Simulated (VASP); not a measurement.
# FeGe23 (a cell with a defect) in VASP: further runs

The runs below take FeGe23 (a cell with a defect) through relaxation of the atoms, single point, with PBEsol+U.

Everything below comes from runs of VASP 6.6.1. Logs are shortened: lines on timing, memory, paths and dates and some standing lists are left out, and cuts for length are marked.

## 1. The cell of the first run

The cell holds a defect, 24 atoms: a = 12.001 Å, b = 8.001 Å, c = 8.001 Å, α = 60.00°, β = 60.00°, γ = 60.00°.

## 2. Relaxation of the atoms, PBEsol+U, collinear spin, zero start (atoms moved at random)

Input file INCAR:

```
SYSTEM = FeGe23
ALGO     = Normal         ! electronic algorithm
EDIFF    = 1E-5           ! SCF threshold, eV
EDIFFG   = -0.03          ! ionic threshold
ENCUT    = 350            ! plane-wave cutoff, eV
GGA      = PS             ! functional
IBRION   = 2              ! ionic algorithm
ISIF     = 2              ! what is computed and relaxed
ISMEAR   = 0              ! smearing method
ISPIN    = 2              ! spin polarisation
ISYM     = 0            
KPAR     = 2            
LASPH    = .True.         ! aspherical terms in the spheres
LCHARG   = .False.        ! write CHGCAR
LDAU     = .True.         ! DFT+U
LDAUJ    = 0 0          
LDAUL    = 2 -1           ! shell
LDAUPRINT= 1            
LDAUTYPE = 2            
LDAUU    = 4 0            ! U, eV
LMAXMIX  = 4              ! l up to which the mixer works
LORBIT   = 11             ! projections on sites
LREAL    = Auto         
LWAVE    = .False.        ! write WAVECAR
MAGMOM   = 0 0 0 0 0 0 0 0 0 0 0 0 0 0 0 0 0 0 0 0 0 0 0 0 ! initial moments
NELM     = 120            ! most SCF steps
NSW      = 60             ! ionic steps
NUPDOWN  = 0              ! fixed moment
PREC     = Accurate       ! precision mode
SIGMA    = 0.03           ! smearing width, eV
```

Input file KPOINTS:

```
k-points
0
Gamma
  2 2 2
  0 0 0
```

Input file POSCAR:

```
FeGe23
1.0
    0.0000000000      8.4863100000      8.4863100000
    5.6575400000      0.0000000000      5.6575400000
    5.6575400000      5.6575400000      0.0000000000
Fe Ge
1 23
Direct
    0.0066880000     -0.0027350000     -0.0054800000
   -0.0050390000      0.0014860000      0.5068730000
    0.0015640000      0.5001580000     -0.0020640000
   -0.0013840000      0.4952010000      0.4973690000
    0.3301480000      0.0085470000     -0.0020480000
    0.3313050000      0.0021470000      0.5031650000
    0.3345070000      0.5035520000      0.0005050000
    0.3314300000      0.5034920000      0.4979630000
    0.6688260000     -0.0007170000     -0.0026660000
    0.6617240000      0.0027740000      0.5003710000
    0.6633020000      0.5021050000      0.0072440000
    0.6667290000      0.5080640000      0.5006510000
    0.0876660000      0.1179340000      0.1267010000
    0.0838060000      0.1249010000      0.6234090000
    0.0795930000      0.6263700000      0.1248630000
    0.0842960000      0.6188960000      0.6298820000
    0.4148630000      0.1253630000      0.1212790000
    0.4212690000      0.1261450000      0.6178130000
    0.4179040000      0.6249300000      0.1261400000
    0.4155720000      0.6310160000      0.6281070000
    0.7531510000      0.1283650000      0.1229600000
    0.7551090000      0.1233560000      0.6253110000
    0.7483790000      0.6220300000      0.1226150000
    0.7461380000      0.6341430000      0.6247580000
```

Potentials or basis: VASP PAW PBE potentials, release 64 (Fe, Ge_d).

Launch:

```bash
$ cat potpaw_PBE.64/Fe/POTCAR potpaw_PBE.64/Ge_d/POTCAR > POTCAR
$ mpirun -np 4 vasp_std > vasp.out
```

OUTCAR:

```text
SYSTEM = FeGe23
   EDIFF = 1E-5
   EDIFFG = -0.03
   ENCUT = 350
   GGA = PS
   IBRION = 2
   ISIF = 2
   ISMEAR = 0
   ISPIN = 2
   ISYM = 0
   LASPH = .True.
   LORBIT = 11
   LREAL = Auto
   NELM = 120
   NSW = 60
   NUPDOWN = 0
   PREC = Accurate

 ion  position               nearest neighbor table
   1  0.007  0.997  0.995-  15 2.42  14 2.43  13 2.45  21 2.48
   2  0.995  0.001  0.507-  22 2.35  14 2.44  13 2.49  16 2.50
   3  0.002  0.500  0.998-  16 2.40  15 2.42  23 2.48  13 2.50
   4  0.999  0.495  0.497-  14 2.42  15 2.43  24 2.48  16 2.51
   5  0.330  0.009  0.998-  13 2.38  17 2.40  18 2.48  19 2.51
   6  0.331  0.002  0.503-  20 2.42  14 2.43  18 2.44  17 2.50
[... 16 lines left out ...]
  23  0.748  0.622  0.123-  11 2.37   9 2.47  12 2.47   3 2.48
  24  0.746  0.634  0.625-  10 2.41  12 2.41   4 2.48  11 2.50

IMPORTANT INFORMATION: All symmetrisations will be switched off!
NOSYMM: (Re-)initialisation of all symmetry stuff for point group C_1.

----------------------------------------------------------------------------------------

                                     Primitive cell

  volume of cell :     543.2555

  direct lattice vectors                    reciprocal lattice vectors
     0.000000000  8.486310000  8.486310000    -0.058918423  0.058918423  0.058918423
     5.657540000  0.000000000  5.657540000     0.088377634 -0.088377634  0.088377634
     5.657540000  5.657540000  0.000000000     0.088377634  0.088377634 -0.088377634

  length of vectors
    12.001454697  8.000969798  8.000969798     0.102049702  0.153074553  0.153074553

  position of ions in fractional coordinates (direct lattice)
     0.006688000  0.997265000  0.994520000
     0.994961000  0.001486000  0.506873000
     0.001564000  0.500158000  0.997936000
     0.998616000  0.495201000  0.497369000
     0.330148000  0.008547000  0.997952000
     0.331305000  0.002147000  0.503165000
[... 16 lines left out ...]
     0.748379000  0.622030000  0.122615000
     0.746138000  0.634143000  0.624758000

  ion indices of the primitive-cell ions
   primitive index   ion index
                 1           1
                 2           2
                 3           3
                 4           4
                 5           5
                 6           6
[... 16 lines left out ...]
                23          23
                24          24

----------------------------------------------------------------------------------------

 KPOINTS: k-points

Automatic generation of k-mesh.
 Grid dimensions read from file:
 generate k-points for:    2    2    2

 Generating k-lattice:

  Cartesian coordinates                     Fractional coordinates (reciprocal lattice)
    -0.029459211  0.029459211  0.029459211     0.500000000  0.000000000  0.000000000
     0.044188817 -0.044188817  0.044188817     0.000000000  0.500000000  0.000000000
     0.044188817  0.044188817 -0.044188817     0.000000000  0.000000000  0.500000000

  Length of vectors
     0.051024851  0.076537276  0.076537276

  Shift w.r.t. Gamma in fractional coordinates (k-lattice)
     0.000000000  0.000000000  0.000000000

 Subroutine IBZKPT returns following result:
 ===========================================

 Found      8 irreducible k-points:

 Following reciprocal coordinates:
            Coordinates               Weight
  0.000000  0.000000  0.000000      1.000000
  0.500000  0.000000  0.000000      1.000000
  0.000000  0.500000  0.000000      1.000000
  0.000000  0.000000  0.500000      1.000000
  0.500000  0.000000  0.500000      1.000000
[... 70 lines left out ...]

 Free energy of the ion-electron system (eV)
  ---------------------------------------------------
  ext. energy  EPLUGINS =         0.00000000
  ---------------------------------------------------
  free energy    TOTEN  =      -114.35434835 eV

  energy without entropy =     -114.35147880  energy(sigma->0) =     -114.35291357

------------------------ aborting loop because EDIFF is reached ----------------------------------------

  FORCE on cell =-STRESS in cart. coord.  units (eV):
  Direction    XX          YY          ZZ          XY          YZ          ZX
  --------------------------------------------------------------------------------------
  -------------------------------------------------------------------------------------
  Total       -2.8079910     -2.8807093     -3.1851765      0.9282561      0.8364649      0.2211768
  in kB       -8.2813692     -8.4958310     -9.3937703      2.7376269      2.4669149      0.6522978
  external PRESSURE =      -8.7236568 kB  Pullay stress =       0.0000000 kB
[... 155 lines left out ...]
  FREE ENERGIE OF THE ION-ELECTRON SYSTEM (eV)
  ---------------------------------------------------
  free  energy   TOTEN  =      -115.3494888567 eV

  energy  without entropy=     -115.3473596358  energy(sigma->0) =     -115.34842425

[... ionic steps 4 to 15 ...]

--------------------------------------- Ionic step       16  -------------------------------------------

 number of electron     330.0000036 magnetization       0.0000001

------------------------ aborting loop because EDIFF is reached ----------------------------------------
[... 105 lines left out ...]
  FREE ENERGIE OF THE ION-ELECTRON SYSTEM (eV)
  ---------------------------------------------------
  free  energy   TOTEN  =      -115.4270281851 eV

  energy  without entropy=     -115.4252894389  energy(sigma->0) =     -115.42615881

atom =   1  type =  1  l = 2

 onsite density matrix

spin component  1

  0.4706  0.1397  0.1991  0.1054 -0.0451
  0.1397  0.5329 -0.1805  0.1462  0.1257
  0.1991 -0.1805  0.7689  0.0191  0.0483
  0.1054  0.1462  0.0191  0.6789 -0.0656
 -0.0451  0.1257  0.0483 -0.0656  0.8535

spin component  2

  0.6233 -0.0213 -0.1574 -0.1782  0.1167
 -0.0213  0.4884  0.2567 -0.0884 -0.2064
 -0.1574  0.2567  0.6120 -0.0701  0.2217
 -0.1782 -0.0884 -0.0701  0.6788  0.0517
  0.1167 -0.2064  0.2217  0.0517  0.7042

 occupancies and eigenvectors

  o =  0.0892  v =  0.0000  0.0000  0.0000  0.0000  0.0000 -0.2899  0.5807 -0.5870 -0.1117  0.4709      0.0000  0.0000  0.0000  0.0000  0.0000  0.0000  0.0000  0.0000  0.0000  0.0000
  o =  0.1983  v =  0.6260 -0.6104 -0.4316  0.0930  0.2013  0.0000  0.0000  0.0000  0.0000  0.0000      0.0000  0.0000  0.0000  0.0000  0.0000  0.0000  0.0000  0.0000  0.0000  0.0000
  o =  0.4082  v =  0.0000  0.0000  0.0000  0.0000  0.0000  0.6118  0.5156  0.0662  0.5953 -0.0353      0.0000  0.0000  0.0000  0.0000  0.0000  0.0000  0.0000  0.0000  0.0000  0.0000
  o =  0.4647  v = -0.5771 -0.4572  0.0362  0.6496  0.1859  0.0000  0.0000  0.0000  0.0000  0.0000      0.0000  0.0000  0.0000  0.0000  0.0000  0.0000  0.0000  0.0000  0.0000  0.0000
  o =  0.8397  v =  0.0000  0.0000  0.0000  0.0000  0.0000 -0.6034 -0.1767 -0.0395  0.7764 -0.0186      0.0000  0.0000  0.0000  0.0000  0.0000  0.0000  0.0000  0.0000  0.0000  0.0000
  o =  0.8427  v = -0.4131 -0.5311 -0.0084 -0.7397 -0.0019  0.0000  0.0000  0.0000  0.0000  0.0000      0.0000  0.0000  0.0000  0.0000  0.0000  0.0000  0.0000  0.0000  0.0000  0.0000
  o =  0.8794  v =  0.0000  0.0000  0.0000  0.0000  0.0000 -0.2701  0.4319 -0.0910 -0.1365 -0.8447      0.0000  0.0000  0.0000  0.0000  0.0000  0.0000  0.0000  0.0000  0.0000  0.0000
  o =  0.8882  v = -0.1822  0.0148 -0.6174  0.1001 -0.7586  0.0000  0.0000  0.0000  0.0000  0.0000      0.0000  0.0000  0.0000  0.0000  0.0000  0.0000  0.0000  0.0000  0.0000  0.0000
  o =  0.8903  v =  0.0000  0.0000  0.0000  0.0000  0.0000 -0.3236  0.4234  0.8008 -0.1084  0.2512      0.0000  0.0000  0.0000  0.0000  0.0000  0.0000  0.0000  0.0000  0.0000  0.0000
  o =  0.9109  v = -0.2667  0.3690 -0.6566 -0.1099  0.5912  0.0000  0.0000  0.0000  0.0000  0.0000      0.0000  0.0000  0.0000  0.0000  0.0000  0.0000  0.0000  0.0000  0.0000  0.0000

--------------------------------------- Ionic step       18  -------------------------------------------

 number of electron     330.0000040 magnetization       0.0000001

 Free energy of the ion-electron system (eV)
  ---------------------------------------------------
  ext. energy  EPLUGINS =         0.00000000
  ---------------------------------------------------
  free energy    TOTEN  =      -115.42741504 eV

  energy without entropy =     -115.42562346  energy(sigma->0) =     -115.42651925

 E-fermi :   4.3149     XC(G=0): -10.1042

 val. band max:        4.2612587829   @ k =   0.5000   0.0000   0.0000
 cond. band min:       4.2821909562   @ k =   0.5000   0.0000   0.0000
 fundamental gap:      0.0209321733
 Fermi energy:         4.2630944266

 spin component 1

 k-point     1 :       0.0000    0.0000    0.0000
  band No.  band energies     occupation
      1     -20.1460      1.00000
      2     -20.1359      1.00000
      3     -20.1313      1.00000
      4     -20.1289      1.00000
      5     -20.1256      1.00000
      6     -20.1242      1.00000
[... 1429 lines left out ...]
    176       6.8989      0.00000
    177       6.9614      0.00000
 Fermi energy:         4.3149482596

 spin component 2

 k-point     1 :       0.0000    0.0000    0.0000
  band No.  band energies     occupation
      1     -20.1468      1.00000
      2     -20.1367      1.00000
      3     -20.1337      1.00000
      4     -20.1301      1.00000
      5     -20.1271      1.00000
      6     -20.1254      1.00000
[... 1429 lines left out ...]
    176       6.9386      0.00000
    177       7.1287      0.00000
 [bands above 177 left out]

------------------------ aborting loop because EDIFF is reached ----------------------------------------

  FORCE on cell =-STRESS in cart. coord.  units (eV):
  Direction    XX          YY          ZZ          XY          YZ          ZX
  --------------------------------------------------------------------------------------
  -------------------------------------------------------------------------------------
  Total       -0.4587582     -0.6621145     -0.9240373      1.0018182     -0.7381705     -0.3739768
  in kB       -1.3529764     -1.9527181     -2.7251846      2.9545772     -2.1770234     -1.1029380
  external PRESSURE =      -2.0102930 kB  Pullay stress =       0.0000000 kB
[... 39 lines left out ...]
  FREE ENERGIE OF THE ION-ELECTRON SYSTEM (eV)
  ---------------------------------------------------
  free  energy   TOTEN  =      -115.4274150422 eV

  energy  without entropy=     -115.4256234552  energy(sigma->0) =     -115.42651925

 reached required accuracy - stopping structural energy minimisation

 total charge

# of ion       s       p       d       tot
------------------------------------------
    1        0.468   0.386   6.383   7.236
    2        1.131   1.243  10.021  12.395
    3        1.131   1.241  10.019  12.391
    4        1.131   1.229  10.019  12.379
    5        1.128   1.251  10.020  12.399
    6        1.122   1.261  10.020  12.403
[... 16 lines left out ...]
   23        1.120   1.259  10.019  12.398
   24        1.119   1.259  10.019  12.397
--------------------------------------------------
tot         26.418  29.122 236.848 292.389

 magnetization (x)

# of ion       s       p       d       tot
------------------------------------------
    1        0.002  -0.005   0.198   0.195
    2        0.002  -0.010   0.000  -0.008
    3       -0.000  -0.006  -0.000  -0.007
    4       -0.002   0.017  -0.001   0.014
    5       -0.004  -0.012  -0.001  -0.017
    6       -0.001  -0.005  -0.000  -0.007
[... 16 lines left out ...]
   23       -0.000  -0.008  -0.001  -0.008
   24       -0.000  -0.010  -0.000  -0.010
--------------------------------------------------
tot         -0.014  -0.099   0.187   0.074
```

Run time: 2 h. Hardware: 4 MPI ranks of AMD EPYC 9R45 (Zen 5), shared host; peak memory 0.61 GiB.

Results:

- Free energy: -115.4274 eV
- Energy gained by relaxing: 44.7 meV/atom
- Ionic steps: 18
- Largest force after relaxing: 0.027 eV/Å
- Net moment: 0.00 μB per cell
- Site moments: Fe +0.20; Ge -0.01, +0.01, -0.02, -0.00, +0.00, -0.04 (each value once) μB
- Valence electrons inside the program's atomic spheres: Fe 7.24; Ge 12.39, 12.38, 12.40, 12.41 (each value once)

Forces in eV/Å, atoms in the order of the input:
```
Fe   0.001 -0.009 -0.011
Ge   0.000 -0.010 -0.008
Ge   0.010 -0.008  0.005
Ge   0.007 -0.011  0.008
Ge   0.014  0.008  0.008
Ge  -0.018  0.002  0.019
Ge  -0.018  0.012 -0.008
Ge  -0.011  0.005 -0.009
Ge   0.013 -0.010 -0.009
Ge  -0.002  0.007 -0.004
Ge  -0.006  0.016 -0.012
Ge  -0.012 -0.001 -0.001
Ge  -0.005  0.008  0.016
Ge   0.006 -0.004  0.014
Ge   0.014  0.008  0.007
Ge  -0.003  0.012  0.007
Ge  -0.006 -0.002  0.013
Ge  -0.006  0.004 -0.015
Ge  -0.002 -0.004 -0.005
Ge   0.005 -0.005  0.007
Ge   0.002 -0.012 -0.023
Ge   0.014  0.011 -0.020
Ge   0.011 -0.007  0.024
Ge  -0.005 -0.009 -0.001
```

The path:
```csv
step,energy change (eV),largest force (eV/Å),pressure (GPa)
1,0.0000,1.2967,-0.87
2,-0.9246,0.6726,1.64
3,-0.9951,0.4277,0.05
4,-1.0319,0.2380,-0.45
5,-1.0493,0.2632,-0.15
6,-1.0527,0.2503,-0.15
7,-1.0657,0.1167,-0.16
8,-1.0671,0.0878,-0.17
9,-1.0692,0.0443,-0.17
10,-1.0696,0.0404,-0.19
11,-1.0696,0.0735,-0.18
12,-1.0697,0.0478,-0.18
13,-1.0710,0.0364,-0.19
14,-1.0714,0.0333,-0.20
15,-1.0716,0.0508,-0.19
16,-1.0724,0.0326,-0.18
17,-1.0727,0.0310,-0.20
18,-1.0731,0.0275,-0.20
```

Final structure:
```
CELL_PARAMETERS angstrom
0.00000 8.48631 8.48631
5.65754 0.00000 5.65754
5.65754 5.65754 0.00000
ATOMIC_POSITIONS crystal
Fe 0.00281 0.00157 0.99844
Ge 0.00067 0.99895 0.50078
Ge 0.00132 0.49629 0.00242
Ge 0.00037 0.49889 0.49867
Ge 0.33000 0.00318 0.00054
Ge 0.33163 0.00474 0.49622
Ge 0.33047 0.50365 0.00094
Ge 0.33095 0.50323 0.50077
Ge 0.66914 0.00304 0.00020
Ge 0.66487 0.00507 0.49668
Ge 0.66619 0.49712 0.00237
Ge 0.66709 0.50215 0.49911
Ge 0.07871 0.11873 0.12406
Ge 0.08228 0.11918 0.63548
Ge 0.07975 0.64051 0.11866
Ge 0.08068 0.62484 0.62735
Ge 0.41795 0.12668 0.12141
Ge 0.41563 0.12665 0.62519
Ge 0.41622 0.62722 0.12515
Ge 0.41723 0.62751 0.62467
Ge 0.76288 0.11903 0.12134
Ge 0.75051 0.12507 0.62517
Ge 0.75036 0.62634 0.12327
Ge 0.74983 0.62788 0.62682
```

Eigenvalues of the final occupation matrices:
```
    site  spin  trace               eigenvalues
site 1 d     1   3.30  0.20 0.46 0.84 0.89 0.91
site 1 d     2   3.11  0.09 0.41 0.84 0.88 0.89
```

Caveat: the k points lie up to 0.48 Å⁻¹ apart; the cell differs from its parent crystal (atoms moved at random); the cutoff is under 1.25 times the usual one of these potentials, so pressure, stress and relaxed cells hold a basis-set (Pulay) error; the PAW data sets were made with another functional, which shifts forces and pressure a little; the total moment is fixed, so each spin has its own Fermi level; the U is typed as a test and isn't derived for this compound.

(Part 1 of 3 ends here.)
